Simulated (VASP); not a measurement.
## Ru: single point with PBE

The system is Ru.

```
Ru
1.0
    -0.00048    1.90508    1.90508
     1.90508   -0.00048    1.90508
     1.90508    1.90508   -0.00048
Ru
1
Direct
  0.00000 0.00000 0.00000
```

This isn't the form of Ru at room conditions, which is hcp.

```yaml
Program: VASP 6.6.1
Task: single point
Functional: PBE
Potentials_or_basis: VASP PAW PBE potentials, release 64 (Ru_pv)
Cutoff: 520 eV
k_mesh: 16 × 16 × 16, shifted
Occupations: fermi-dirac, width 0.05 eV
Spin: no spin polarisation
```

```yaml
Pressure: -0.1 GPa
Band_gap_on_the_k_mesh: zero (bands 7 and 8 overlap by 3.06 eV)
```

Levels at points of the mesh, in eV from the Fermi level:
```
           k point  band 5  band 6  band 7  band 8  band 9  band 10
(0.03, 0.03, 0.03)   -2.52   -2.49   -2.49   -0.14   -0.14    10.56
```

Run time: 2.4 min on 1 thread of Intel(R) Xeon(R) Platinum 8488C (Sapphire Rapids), on a shared host, peak memory 0.42 GiB.
